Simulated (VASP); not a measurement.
Write the native input for VASP 6.6.1 that does the following.

- Task: single point
- Functional: PBEsol
- Potentials or basis: VASP PAW PBE potentials, release 64 (Ba_sv)
- Cutoff: 520 eV
- k mesh: 11 × 11 × 11
- Occupations: fermi-dirac, width 0.08 eV
- Spin: no spin polarisation
- Dipole correction: no
- Further INCAR settings: ALGO = Normal; EDIFF = 1e-07; NBANDS = 11

The structure of Ba lies in POSCAR:

```
Ba
1.0
   -2.1653400821      2.1653400821      2.1653400821
    2.1653400821     -2.1653400821      2.1653400821
    2.1653400821      2.1653400821     -2.1653400821
Ba
1
Direct
    0.0000000000      0.0000000000      0.0000000000
```

This cell differs from its parent crystal: volume scaled by 0.7.

One way to write it, as run:

INCAR

```
ALGO = Normal ; EDIFF = 1E-7
ENCUT = 520 ; GGA = PS
ISIF = 2 ; ISMEAR = -1
LASPH = T ; LCHARG = F
LREAL = F ; LWAVE = F
NBANDS = 11 ; NELM = 60
PREC = Accurate ; SIGMA = 0.08
```

KPOINTS

```
k-points
0
Gamma
  11 11 11
```

Potentials or basis: VASP PAW PBE potentials, release 64 (Ba_sv).

Command:

```bash
$ cat potpaw_PBE.64/Ba_sv/POTCAR > POTCAR
$ mpirun -np 1 vasp_std > vasp.out
```

Results of the run:

| Item | Value |
| --- | --- |
| Pressure | 5.7 GPa |
| Band gap on the k mesh | zero (band 5 reaches 3.99 eV, above the bottom of band 6 at 2.01 eV) |

Caveat: the PAW data sets were made with another functional, which shifts forces and pressure a little; spin-orbit coupling is left out, which moves the levels of the heavy elements.

It took 7.9 s on 1 thread of Intel(R) Xeon(R) 6975P-C (Granite Rapids), on a shared host, peak memory 0.17 GiB.
